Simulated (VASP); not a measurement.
# Cr (P6_3/mmc) in VASP: a series of runs

The runs below take Cr through relaxation of shape and atoms at fixed volume, single point, with PBE.

All numbers are computed with VASP 6.6.1; they aren't measurements. Logs are shortened: lines on timing, memory, paths and dates and some standing lists are left out, and cuts for length are marked.

### 1 The cell of the first run

The structure is hexagonal, space group P6_3/mmc (No. 194). Conventional cell: a = 2.189 Å, b = 2.189 Å, c = 3.908 Å, α = 90.00°, β = 90.00°, γ = 120.00°. Cr (site symmetry -6m2) has 12 Cr at 2.19 to 2.33 Å within 2.9 Å.

### 2 Relaxation of shape and atoms at fixed volume, PBE

Contents of INCAR:

```
ALGO = Normal
EDIFF = 1E-6
EDIFFG = -0.005
ENCUT = 600
GGA = PE
IBRION = 2
ISIF = 4
ISMEAR = -1
LASPH = True
LCHARG = False
LREAL = False
LWAVE = False
NELM = 60
NSW = 50
PREC = Accurate
SIGMA = 0.1
```

Contents of KPOINTS:

```
k-points
0
Gamma
  17 17 9
```

Contents of POSCAR:

```
Cr
1.0
    2.1892112854      0.0000000000      0.0000000000
   -1.0946056427      1.8959125874      0.0000000000
    0.0000000000      0.0000000000      3.9083579239
Cr
2
Direct
    0.3333333333      0.6666666667      0.2500000000
    0.6666666667      0.3333333333      0.7500000000
```

Potentials or basis: VASP PAW PBE potentials, release 64 (Cr_pv).

The run is started by

```
> cat potpaw_PBE.64/Cr_pv/POTCAR > POTCAR
> mpirun -np 1 vasp_std > vasp.out
```

OUTCAR:

```text
EDIFF = 1E-6
   EDIFFG = -0.005
   ENCUT = 600
   GGA = PE
   IBRION = 2
   ISIF = 4
   ISMEAR = -1
   LASPH = True
   LREAL = False
   NELM = 60
   NSW = 50
   PREC = Accurate

 ion  position               nearest neighbor table
   1  0.333  0.667  0.250-   2 2.33   2 2.33   2 2.33   2 2.33   2 2.33   2 2.33
   2  0.667  0.333  0.750-   1 2.33   1 2.33   1 2.33   1 2.33   1 2.33   1 2.33

  LATTYP: Found a hexagonal cell.
 ALAT       =     2.1892112854
 C/A-ratio  =     1.7852812791

  Lattice vectors:

 A1 = (   2.1892112854,   0.0000000000,   0.0000000000)
 A2 = (  -1.0946056427,   1.8959125874,   0.0000000000)
 A3 = (   0.0000000000,   0.0000000000,   3.9083579239)

Analysis of symmetry for initial positions (statically):
=====================================================================
 Subroutine PRICEL returns:
 Original cell was already a primitive cell.

 Routine SETGRP: Setting up the symmetry group for a
 hexagonal supercell.

 Subroutine GETGRP returns: Found 24 space group operations
 (whereof 12 operations were pure point group operations)
 out of a pool of 24 trial point group operations.

The static configuration has the point symmetry D_3d.
 The point group associated with its full space group is D_6h.

Analysis of symmetry for dynamics (positions and initial velocities):
=====================================================================
 Subroutine PRICEL returns:
 Original cell was already a primitive cell.

 Routine SETGRP: Setting up the symmetry group for a
 hexagonal supercell.

 Subroutine GETGRP returns: Found 24 space group operations
 (whereof 12 operations were pure point group operations)
 out of a pool of 24 trial point group operations.

The dynamic configuration has the point symmetry D_3d.
 The point group associated with its full space group is D_6h.

 Subroutine INISYM returns: Found 24 space group operations
 (whereof 12 operations are pure point group operations),
 and found     1 'primitive' translations

----------------------------------------------------------------------------------------

                                     Primitive cell

  volume of cell :      16.2218

  direct lattice vectors                    reciprocal lattice vectors
     2.189211285  0.000000000  0.000000000     0.456785513  0.263725239  0.000000000
    -1.094605643  1.895912587  0.000000000     0.000000000  0.527450478  0.000000000
     0.000000000  0.000000000  3.908357924     0.000000000  0.000000000  0.255861930

  length of vectors
     2.189211285  2.189211285  3.908357924     0.527450478  0.527450478  0.255861930

  position of ions in fractional coordinates (direct lattice)
     0.333333333  0.666666667  0.250000000
     0.666666667  0.333333333  0.750000000

  ion indices of the primitive-cell ions
   primitive index   ion index
                 1           1
                 2           2

----------------------------------------------------------------------------------------

 KPOINTS: k-points

Automatic generation of k-mesh.
 Grid dimensions read from file:
 generate k-points for:   17   17    9

 Generating k-lattice:

  Cartesian coordinates                     Fractional coordinates (reciprocal lattice)
     0.026869736  0.015513249  0.000000000     0.058823529  0.000000000  0.000000000
     0.000000000  0.031026499  0.000000000     0.000000000  0.058823529  0.000000000
     0.000000000  0.000000000  0.028429103     0.000000000  0.000000000  0.111111111

  Length of vectors
     0.031026499  0.031026499  0.028429103

  Shift w.r.t. Gamma in fractional coordinates (k-lattice)
     0.000000000  0.000000000  0.000000000

 Subroutine IBZKPT returns following result:
 ===========================================

 Found    165 irreducible k-points:

 Following reciprocal coordinates:
            Coordinates               Weight
  0.000000  0.000000  0.000000      1.000000
  0.058824  0.000000  0.000000      6.000000
  0.117647  0.000000  0.000000      6.000000
  0.176471  0.000000  0.000000      6.000000
  0.235294  0.000000  0.000000      6.000000
  0.294118 -0.000000  0.000000      6.000000
[... 16 lines left out ...]
  0.411765  0.117647  0.000000     12.000000
  0.176471  0.176471  0.000000      6.000000
 [... further k-points ...]
   k-points           NKPTS =    165   k-points in BZ     NKDIM =    165   number of bands    NBANDS=     16
   number of dos      NEDOS =    301   number of ions     NIONS =      2
   total plane-waves  NPLWV =  10368
   dimension x,y,z NGX =    18 NGY =   18 NGZ =   32
   dimension x,y,z NGXF=    36 NGYF=   36 NGZF=   64
   ions per type =               2
   NGX,Y,Z   is equivalent  to a cutoff of  13.67, 13.67, 13.61 a.u.
   NGXF,Y,Z  is equivalent  to a cutoff of  27.34, 27.34, 27.22 a.u.
 SYSTEM =  unknown system
   PREC   = accura    normal or accurate (medium, high low for compatibility)
   ISTART =      0    job   : 0-new  1-cont  2-samecut
   ICHARG =      2    charge: 1-file 2-atom 10-const
   ISPIN  =      1    spin polarized calculation?
   LNONCOLLINEAR =      F non collinear calculations
   LSORBIT =      F    spin-orbit coupling
   LASPH  =      T    aspherical Exc in radial PAW
   ENCUT  =  600.0 eV  44.10 Ry    6.64 a.u.   4.37  4.37  7.81*2*pi/ulx,y,z
   NELM   =     60;   NELMIN=  2; NELMDL= -5     # of ELM steps
   EDIFF  = 0.1E-05   stopping-criterion for ELM
   LREAL  =      F    real-space projection
   EDIFFG = -.5E-02   stopping-criterion for IOM
   NSW    =     50    number of steps for IOM
   IBRION =      2    ionic relax: 0-MD 1-quasi-New 2-CG
   NFREE  =      1    steps in history (QN), initial steepest desc. (CG)
   ISIF   =      4    stress and relaxation
   ISYM   =      2    0-nonsym 1-usesym 2-fastsym
   POTIM  = 0.5000    time-step for ionic-motion
   TEBEG  =    0.0;   TEEND  =   0.0 temperature during run
   PSTRESS=    0.0 pullay stress
   NELECT =      24.0000    total number of electrons
   NUPDOWN=      -1.0000    fix difference up-down
   EMIN   =  10.00;   EMAX   =-10.00  energy-range for DOS
   EFERMI =   0.00;   METHOD = LEGACY
   ISMEAR =    -1;   SIGMA  =   0.10  broadening in eV -4-tet -1-fermi 0-gaus
   EFERMI_NEDOS =   21; number of points for ismear=-14 and -15
   IALGO  =     38    algorithm
   IMIX   =      4    mixing-type and parameters
     AMIX     =   0.40;   BMIX     =  1.00
     AMIX_MAG =   1.60;   BMIX_MAG =  1.00
  volume/ion in A,a.u.               =       8.11        54.74
  Fermi-wavevector in a.u.,A,eV,Ry     =   1.865428  3.525148 47.345843  3.479821
  Thomas-Fermi vector in A             =   2.912347
   LORBIT       =      0    0 simple, 1 ext, 2 COOP (PROOUT), +10 PAW based schemes
   GGA     = PE    functional components
   LHFCALC =     F    Hartree Fock is set to
   AEXX    =    0.0000 exact exchange contribution
   IVDW    =     0    specifies the selected vdW correction
   LEPSILON=     F    determine dielectric tensor
   LRPA    =     F    only Hartree local field effects (RPA)
 conjugate gradient relaxation of ions
 non-spin polarized calculation
  energy-cutoff  :      600.00
  volume of cell :       16.22
 maximum number of plane-waves:       568
 NGX is ok and might be reduce to    18
   NGX =  9   NGY =  9   NGZ = 15

--------------------------------------- Ionic step        1  -------------------------------------------

 number of electron      24.0000011 magnetization

 Free energy of the ion-electron system (eV)
  ---------------------------------------------------
  ext. energy  EPLUGINS =         0.00000000
  ---------------------------------------------------
  free energy    TOTEN  =       -14.87611453 eV

  energy without entropy =      -14.80396775  energy(sigma->0) =      -14.84004114

------------------------ aborting loop because EDIFF is reached ----------------------------------------

  FORCE on cell =-STRESS in cart. coord.  units (eV):
  Direction    XX          YY          ZZ          XY          YZ          ZX
  --------------------------------------------------------------------------------------
  -------------------------------------------------------------------------------------
  Total       20.6988109     20.6988109     18.5867393     -0.0000000      0.0000000      0.0000000
  in kB     2044.3519392   2044.3519392   1835.7497270     -0.0000000      0.0000000      0.0000000
  external PRESSURE =    1974.8178685 kB  Pullay stress =       0.0000000 kB
[... 93 lines left out ...]
  energy  without entropy=      -14.8180371909  energy(sigma->0) =      -14.85787140

--------------------------------------- Ionic step        4  -------------------------------------------

 number of electron      23.9999985 magnetization

 Free energy of the ion-electron system (eV)
  ---------------------------------------------------
  ext. energy  EPLUGINS =         0.00000000
  ---------------------------------------------------
  free energy    TOTEN  =       -14.89770649 eV

  energy without entropy =      -14.81823816  energy(sigma->0) =      -14.85797233

 E-fermi :  16.6503     XC(G=0): -15.8268

 val. band max:       16.6383901371   @ k =   0.2353   0.2353   0.3333
 cond. band min:      16.6617300046   @ k =   0.1765   0.0000   0.3333
 fundamental gap:      0.0233398674
 Fermi energy:        16.6503330090

 k-point     1 :       0.0000    0.0000    0.0000
  band No.  band energies     occupation
      1     -27.5478      2.00000
      2     -25.1244      2.00000
      3     -25.0949      2.00000
      4     -25.0949      2.00000
      5     -24.8588      2.00000
      6     -24.8588      2.00000
[... 8 lines left out ...]
     15      18.0009      0.00000
     16      18.0513      0.00000
[... 420 lines left out ...]
  band No.  band energies     occupation
      1     -26.8350      2.00000
      2     -26.5135      2.00000
      3     -26.4831      2.00000
      4     -25.5961      2.00000
      5     -25.3355      2.00000
      6     -25.3117      2.00000
[... 8 lines left out ...]
     15      19.3880      0.00000
     16      20.2361      0.00000

 [... further k-points ...]

------------------------ aborting loop because EDIFF is reached ----------------------------------------

  FORCE on cell =-STRESS in cart. coord.  units (eV):
  Direction    XX          YY          ZZ          XY          YZ          ZX
  --------------------------------------------------------------------------------------
  -------------------------------------------------------------------------------------
  Total       19.8551780     19.8551780     19.8420165      0.0000000     -0.0000000      0.0000000
  in kB     1961.0291502   1961.0291502   1959.7292351      0.0000000     -0.0000000      0.0000000
  external PRESSURE =    1960.5958452 kB  Pullay stress =       0.0000000 kB
[... 17 lines left out ...]
  FREE ENERGIE OF THE ION-ELECTRON SYSTEM (eV)
  ---------------------------------------------------
  free  energy   TOTEN  =       -14.8977064885 eV

  energy  without entropy=      -14.8182381646  energy(sigma->0) =      -14.85797233

 reached required accuracy - stopping structural energy minimisation
```

It took 63 s on 1 thread of Intel Xeon Platinum 8559C (Emerald Rapids), shared host; peak memory 0.16 GiB.

What came out:

```
Free energy               : -14.8977 eV
Energy gained by relaxing : 10.8 meV/atom
Ionic steps               : 4
Pressure after relaxing   : 196.1 GPa
Band gap on the k mesh    : zero (band 12 reaches 18.31 eV, above the bottom of band 13 at 15.85 eV)
```

The path:
| step | energy change (eV) | largest force (eV/Å) | pressure (GPa) | volume (Å³) |
| --- | --- | --- | --- | --- |
| 1 | 0.0000 | 0.0000 | 197.48 | 16.22 |
| 2 | -0.0170 | 0.0000 | 195.26 | 16.22 |
| 3 | -0.0216 | 0.0000 | 196.06 | 16.22 |
| 4 | -0.0216 | 0.0000 | 196.06 | 16.22 |

Final structure:
```
CELL_PARAMETERS angstrom
2.21319 0.00000 0.00000
-1.10659 1.91668 0.00000
0.00000 0.00000 3.82414
ATOMIC_POSITIONS crystal
Cr 0.33333 0.66667 0.25000
Cr 0.66667 0.33333 0.75000
```

Caveat: the run has no spin polarisation, though such a crystal can be magnetic. Spin polarisation is off, so any magnetic state and its effect on volume and gap are missing.

### 3 Single point, PBE (volume scaled by 0.52)

Contents of INCAR:

```
PREC = Accurate
ENCUT = 600
EDIFF = 1E-6
ISMEAR = -1
SIGMA = 0.1
LREAL = False
LASPH = True
NELM = 120
ALGO = Normal
ISIF = 2
LWAVE = False
LCHARG = False
GGA = PE
NBANDS = 21
GGA_COMPAT = False
```

Contents of KPOINTS:

```
Automatic mesh
0
Gamma
  17 17 9
```

Contents of POSCAR:

```
Cr
1.0
    2.0763341892      0.0000000000      0.0000000000
   -1.0381670946      1.7981581546      0.0000000000
    0.0000000000      0.0000000000      3.3225353193
Cr
2
Direct
    0.3333333333      0.6666666667      0.2500000000
    0.6666666667      0.3333333333      0.7500000000
```

Potentials or basis: VASP PAW PBE potentials, release 64 (Cr_sv).

The run is started by

```
> cat potpaw_PBE.64/Cr_sv/POTCAR > POTCAR
> mpirun -np 1 vasp_std > vasp.out
```

It took 41 s on 1 thread of Intel Xeon Platinum 8375C at 2.90GHz (Ice Lake), shared host; peak memory 0.16 GiB.

Results (log left out):

| Quantity | Value |
| --- | --- |
| Free energy | -7.1541 eV |
| Pressure | 523.1 GPa |
| Band gap on the k mesh | zero (band 14 reaches 29.43 eV, above the bottom of band 15 at 26.11 eV) |

Stress tensor (GPa, compression positive):
```
523.00   0.00   0.00
  0.00 523.00   0.00
  0.00   0.00 523.29
```

Levels at points of the mesh, in eV from the Fermi level:
| k point | band 10 | band 11 | band 12 | band 13 | band 14 | band 15 | band 16 | band 17 | band 18 | band 19 |
| --- | --- | --- | --- | --- | --- | --- | --- | --- | --- | --- |
| (0.00, 0.00, 0.00) | -7.68 | -1.82 | -1.82 | -1.55 | -0.47 | -0.47 | 0.66 | 0.66 | 4.67 | 4.67 |

Caveat: the cell differs from its parent crystal (volume scaled by 0.52); the run has no spin polarisation, though such a crystal can be magnetic. Spin polarisation is off, so any magnetic state and its effect on volume and gap are missing.

### 4 Single point, PBE

This run uses another cell than the first one, of 5.37 Å³/atom, 0.662 times its volume.

Contents of INCAR:

```
SYSTEM = Cr
  ALGO = Normal
  EDIFF = 1E-6
  ENCUT = 600
  GGA = PE
  GGA_COMPAT = .False.
  ISIF = 2
  ISMEAR = -1
  LASPH = .True.
  LCHARG = .False.
  LREAL = .False.
  LWAVE = .False.
  NBANDS = 21
  NELM = 120
  PREC = Accurate
  SIGMA = 0.1
```

Contents of KPOINTS:

```
k-points
0
Gamma
  17 17 9
  0 0 0
```

Contents of POSCAR:

```
Cr
1.0
    1.9810878758      0.0000000000      0.0000000000
   -0.9905439379      1.7156724276      0.0000000000
    0.0000000000      0.0000000000      3.1583903681
Cr
2
Direct
    0.3333333333      0.6666666667      0.2500000000
    0.6666666667      0.3333333333      0.7500000000
```

The run is started by

```
> cat potpaw_PBE.64/Cr_sv/POTCAR > POTCAR
> mpirun -np 1 vasp_std > vasp.out
```

Run time: 20 s. Hardware: 1 thread of Intel Xeon 6975P-C (Granite Rapids), shared host; peak memory 0.14 GiB.

The run converged, but its numbers aren't listed here, since they failed a check.

Caveat: the run has no spin polarisation, though such a crystal can be magnetic.
